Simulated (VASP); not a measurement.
# CsPbCl3: single point with PBE

Crystal: CsPbCl3.

```
Cs Pb Cl
1.0
     5.60500    0.00000    0.00000
     0.00000    5.60500    0.00000
     0.00000    0.00000    5.60500
Cs Pb Cl
1 1 3
Direct
  0.00000 0.00000 0.00000
  0.50000 0.50000 0.50000
  0.00000 0.50000 0.50000
  0.50000 0.50000 0.00000
  0.50000 0.00000 0.50000
```

- Program: VASP 6.6.1
- Task: single point
- Functional: PBE
- Potentials or basis: VASP PAW PBE potentials, release 64 (Cs_sv, Pb_d, Cl)
- Cutoff: 500 eV
- k mesh: 6 × 6 × 6
- Occupations: gaussian, width 0.05 eV
- Spin: non-collinear spin, zero start, spin-orbit coupling
- Starting moments: [[0.0, 0.0, 0.0], [0.0, 0.0, 0.0], [0.0, 0.0, 0.0], [0.0, 0.0, 0.0], [0.0, 0.0, 0.0]] μB

The pressure is 1.6 GPa, the net moment is 0.00 μB per cell and the valence electrons inside the program's atomic spheres are Cs 6.55; Pb 11.84; Cl 5.13.

Moments on the atoms (μB; x, y, z):
```
Cs  0.00 0.00 0.00
Pb  0.00 0.00 0.00
Cl  0.00 0.00 0.00
Cl  0.00 0.00 0.00
Cl  0.00 0.00 0.00
```

It took 8.5 min on 1 thread of Oxide Virtual Turin-like Processor (shared host), peak memory 0.68 GiB.
